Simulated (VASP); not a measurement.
# RbBr (Pm-3m) in VASP: vibrations by perturbation theory with PBE

Aim: the vibrations by perturbation theory of RbBr with PBE.

All numbers are computed with VASP 6.6.1; they aren't measurements. Logs are shortened: lines on timing, memory, paths and dates and some standing lists are left out, and cuts for length are marked.

**1. The cell of the first run**

The structure is cubic, space group Pm-3m (No. 221). Conventional cell: a = 4.193 Å, b = 4.193 Å, c = 4.193 Å, α = 90.00°, β = 90.00°, γ = 90.00°. Within 4.8 Å of Rb (site symmetry m-3m) lie 8 Br at 3.63 Å and 6 Rb at 4.19 Å. Within 4.8 Å of Br (site symmetry m-3m) lie 8 Rb at 3.63 Å and 6 Br at 4.19 Å.

**2. Vibrations by perturbation theory, PBE**

File INCAR:

```
  PREC = Accurate
  ENCUT = 520
  EDIFF = 1E-8
  ISMEAR = 0
  SIGMA = 0.05
  LREAL = F
  LASPH = T
  NELM = 100
  ALGO = Normal
  ISIF = 2
  LWAVE = F
  LCHARG = F
  GGA = PE
  NBANDS = 15
  IBRION = 8
  NSW = 1
```

File KPOINTS:

```
Automatic mesh
0
Gamma
  6 6 6
```

File POSCAR:

```
RbBr
1.0
    4.1929021031      0.0000000000      0.0000000000
    0.0000000000      4.1929021031      0.0000000000
    0.0000000000      0.0000000000      4.1929021031
Rb Br
1 1
Direct
    0.0000000000      0.0000000000      0.0000000000
    0.5000000000      0.5000000000      0.5000000000
```

Potentials or basis: VASP PAW PBE potentials, release 64 (Rb_sv, Br).

Run with:

```console
$ cat potpaw_PBE.64/Rb_sv/POTCAR potpaw_PBE.64/Br/POTCAR > POTCAR
$ mpirun -np 1 vasp_std > vasp.out
```

OUTCAR:

```text
PREC = Accurate
   ENCUT = 520
   EDIFF = 1E-8
   ISMEAR = 0
   LREAL = F
   LASPH = T
   NELM = 100
   ISIF = 2
   GGA = PE
   IBRION = 8
   NSW = 1

 ion  position               nearest neighbor table
   1  0.000  0.000  0.000-   2 3.63   2 3.63   2 3.63   2 3.63   2 3.63   2 3.63   2 3.63   2 3.63

   2  0.500  0.500  0.500-   1 3.63   1 3.63   1 3.63   1 3.63   1 3.63   1 3.63   1 3.63   1 3.63

  LATTYP: Found a simple cubic cell.
 ALAT       =     4.1929021031

  Lattice vectors:

 A1 = (   4.1929021031,   0.0000000000,   0.0000000000)
 A2 = (   0.0000000000,   4.1929021031,   0.0000000000)
 A3 = (   0.0000000000,   0.0000000000,   4.1929021031)

Analysis of symmetry for initial positions (statically):
=====================================================================
 Subroutine PRICEL returns:
 Original cell was already a primitive cell.

 Routine SETGRP: Setting up the symmetry group for a
 simple cubic supercell.

 Subroutine GETGRP returns: Found 48 space group operations
 (whereof 48 operations were pure point group operations)
 out of a pool of 48 trial point group operations.

The static configuration has the point symmetry O_h .

Analysis of symmetry for dynamics (positions and initial velocities):
=====================================================================
 Subroutine PRICEL returns:
 Original cell was already a primitive cell.

 Routine SETGRP: Setting up the symmetry group for a
 simple cubic supercell.

 Subroutine GETGRP returns: Found 48 space group operations
 (whereof 48 operations were pure point group operations)
 out of a pool of 48 trial point group operations.

The dynamic configuration has the point symmetry O_h .

 Subroutine INISYM returns: Found 48 space group operations
 (whereof 48 operations are pure point group operations),
 and found     1 'primitive' translations

----------------------------------------------------------------------------------------

                                     Primitive cell

[... 512 lines left out ...]

 VOLUME and BASIS-vectors are now :
 -----------------------------------------------------------------------------
  energy-cutoff  :      520.00
  volume of cell :       73.71
      direct lattice vectors                 reciprocal lattice vectors
     4.192902103  0.000000000  0.000000000     0.238498294  0.000000000  0.000000000
     0.000000000  4.192902103  0.000000000     0.000000000  0.238498294  0.000000000
     0.000000000  0.000000000  4.192902103     0.000000000  0.000000000  0.238498294

 POSITION                                       TOTAL-FORCE (eV/Angst)
 -----------------------------------------------------------------------------------
      0.00000      0.00000      0.00000         0.000000      0.000000      0.000000
      2.09645      2.09645      2.09645         0.000000      0.000000      0.000000
 -----------------------------------------------------------------------------------
    total drift:                                0.000000      0.000000     -0.000000

  FREE ENERGIE OF THE ION-ELECTRON SYSTEM (eV)
  ---------------------------------------------------
  free  energy   TOTEN  =        -6.0052069229 eV

  energy  without entropy=       -6.0052069229  energy(sigma->0) =       -6.00520692

[... ionic steps 2 to 3 ...]

--------------------------------------- Ionic step        4  -------------------------------------------

------------------------ aborting loop because EDIFF is reached ----------------------------------------

[... ionic steps 5 to 6 ...]

--------------------------------------- Ionic step        7  -------------------------------------------

 Free energy of the ion-electron system (eV)
  ---------------------------------------------------
  ---------------------------------------------------
  free energy    TOTEN  =        -0.14523260 eV

  energy without entropy =       -0.14523260

------------------------ aborting loop because EDIFF is reached ----------------------------------------

 INTERNAL STRAIN TENSOR  FOR ION    2  DIRECTION 1   (eV/Angst):
 -----------------------------------------------------------------------------
     0.00851 -0.00000  0.00000
    -0.00000  0.00346  0.00000
     0.00000  0.00000  0.00346

 INTERNAL STRAIN TENSOR FOR ION    2 for displacements in x,y,z  (eV/Angst):
          X           Y           Z          XY          YZ          ZX
  --------------------------------------------------------------------------------
  x     0.00000     0.00000     0.00000     0.00000     0.00000     0.00000
  y     0.00000     0.00000     0.00000     0.00000     0.00000     0.00000
  z     0.00000     0.00000     0.00000     0.00000     0.00000     0.00000

 SECOND DERIVATIVES (NOT SYMMETRIZED)
 ------------------------------------
               1X          1Y          1Z          2X          2Y          2Z
  1X    -0.604289   -0.000000   -0.000000    0.604289    0.000000    0.000000
  1Y    -0.000000   -0.604289   -0.000000    0.000000    0.604289    0.000000
  1Z    -0.000000   -0.000000   -0.604289    0.000000    0.000000    0.604289
  2X     0.611561   -0.000000   -0.000000   -0.611561    0.000000    0.000000
  2Y    -0.000000    0.611561    0.000000    0.000000   -0.611561   -0.000000
  2Z    -0.000000   -0.000000    0.611561    0.000000    0.000000   -0.611561

 Eigenvectors and eigenvalues of the dynamical matrix
 ----------------------------------------------------

   1 f  =    1.896995 THz    11.919173 2PiTHz   63.276954 cm-1     7.845339 meV
             X         Y         Z           dx          dy          dz
      0.000000  0.000000  0.000000     0.692958    0.000000    0.000000
      2.096451  2.096451  2.096451    -0.720978   -0.000000    0.000000
[... 21 lines left out ...]
   6 f/i=    0.005669 THz     0.035617 2PiTHz    0.189084 cm-1     0.023443 meV
             X         Y         Z           dx          dy          dz
      0.000000  0.000000  0.000000     0.000000    0.000000   -0.720978
      2.096451  2.096451  2.096451    -0.000000    0.000000   -0.692958

--------------------------------------------------------------------------------------------------------

 ELASTIC MODULI CONTR FROM IONIC RELAXATION (kBar)
 Direction    XX          YY          ZZ          XY          YZ          ZX
 --------------------------------------------------------------------------------
 XX           0.0000      0.0000      0.0000      0.0000      0.0000      0.0000
 YY           0.0000      0.0000      0.0000      0.0000      0.0000      0.0000
 ZZ           0.0000      0.0000      0.0000      0.0000      0.0000      0.0000
 XY           0.0000      0.0000      0.0000      0.0000      0.0000      0.0000
 YZ           0.0000      0.0000      0.0000      0.0000      0.0000      0.0000
 ZX           0.0000      0.0000      0.0000      0.0000      0.0000      0.0000
 --------------------------------------------------------------------------------
```

OSZICAR:

```text
N       E                     dE             d eps       ncg     rms          rms(c)
DAV:   1     0.801946720277E+02    0.80195E+02   -0.66781E+03   600   0.920E+02
[... 45 lines left out ...]
RMM:   6    -0.145244565539E+00    0.13564E-04   -0.96755E-07  2330   0.304E-03    0.197E-03
RMM:   7    -0.145233582242E+00    0.10983E-04   -0.15096E-07  2194   0.177E-03    0.251E-04
RMM:   8    -0.145233299529E+00    0.28271E-06    0.12429E-06  2385   0.527E-04    0.819E-05
RMM:   9    -0.145232413397E+00    0.88613E-06    0.89161E-07  2351   0.273E-04    0.638E-05
RMM:  10    -0.145232548820E+00   -0.13542E-06    0.39806E-07  2572   0.913E-05    0.112E-05
RMM:  11    -0.145232593555E+00   -0.44735E-07   -0.14867E-07  2667   0.357E-05    0.618E-06
RMM:  12    -0.145232600637E+00   -0.70820E-08    0.13761E-08  2603   0.163E-05    0.424E-06
 Linear response finished
```

stdout:

```text
POSCAR found type information on POSCAR RbBr
 POSCAR found :  2 types and       2 ions
 scaLAPACK will be used
 LDA part: xc-table for (Slater+PW92), standard interpolation
 POSCAR, INCAR and KPOINTS ok, starting setup
 FFT: planning ... GRIDC
 FFT: planning ... GRID_SOFT
 FFT: planning ... GRID
 WAVECAR not read
 entering main loop
 Linear response reoptimize wavefunctions to high precision
 Linear response DOF=           2
 Linear response progress:
 first order change of Fermi-energy   0.26505E-03
 force on displaced ion       1 direction 1 :  -0.604   0.000  -0.000
 Linear response progress:
 first order change of Fermi-energy   0.49973E-04
 force on displaced ion       2 direction 1 :  -0.612  -0.000   0.000
 Linear response finished
```

Run time: 2.4 min. Hardware: 1 thread of Intel Xeon Platinum 8259CL at 2.50GHz (Skylake/Cascade Lake), shared host; peak memory 0.26 GiB.

What came out:

| Quantity | Value |
| --- | --- |
| Highest phonon frequency at Γ, LO-TO splitting left out | 63 cm⁻¹ |

Phonon frequencies in cm⁻¹ (negative: imaginary):
| q point | frequencies |
| --- | --- |
| (0.000, 0.000, 0.000) | 0 0 0 63 63 63 |
